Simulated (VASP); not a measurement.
Crystal: Ta.

```
CELL_PARAMETERS angstrom
-1.65128 1.65128 1.65128
1.65128 -1.65128 1.65128
1.65128 1.65128 -1.65128
ATOMIC_POSITIONS crystal
Ta 0.00000 0.00000 0.00000
```

- Program: VASP 6.6.1
- Task: relaxation of cell and atoms
- Functional: LDA
- Potentials or basis: VASP PAW LDA potentials, release 64 (Ta_pv)
- Cutoff: 600 eV
- k mesh: 14 × 14 × 14
- Occupations: methfessel-paxton, width 0.1 eV
- Spin: no spin polarisation

At the start: pressure -8.0 GPa; volume 18.01 Å³/atom.

**Question.** How do energy, volume and symmetry change on relaxing?

**Answer.** Over 4 steps the energy falls by 17.7 meV/atom and the volume is 17.32 Å³/atom (-3.8 %); space group Im-3m (No. 229, to 0.05 Å).

The path:
```csv
step,energy change (eV),largest force (eV/Å),pressure (GPa),volume (Å³)
1,0.0000,0.0000,-8.01,18.01
2,0.0943,0.0000,24.89,15.76
3,-0.0177,0.0000,-0.27,17.34
4,-0.0177,0.0000,-0.02,17.32
```

Final structure:
```cif
data_structure
_symmetry_space_group_name_H-M 'P 1'
_symmetry_Int_Tables_number 1
_cell_length_a 2.8233
_cell_length_b 2.8233
_cell_length_c 2.8233
_cell_angle_alpha 109.471
_cell_angle_beta 109.471
_cell_angle_gamma 109.471
_cell_volume 17.32
loop_
_atom_site_label
_atom_site_type_symbol
_atom_site_fract_x
_atom_site_fract_y
_atom_site_fract_z
_atom_site_occupancy
Ta1 Ta 0.00000 0.00000 0.00000 1
```
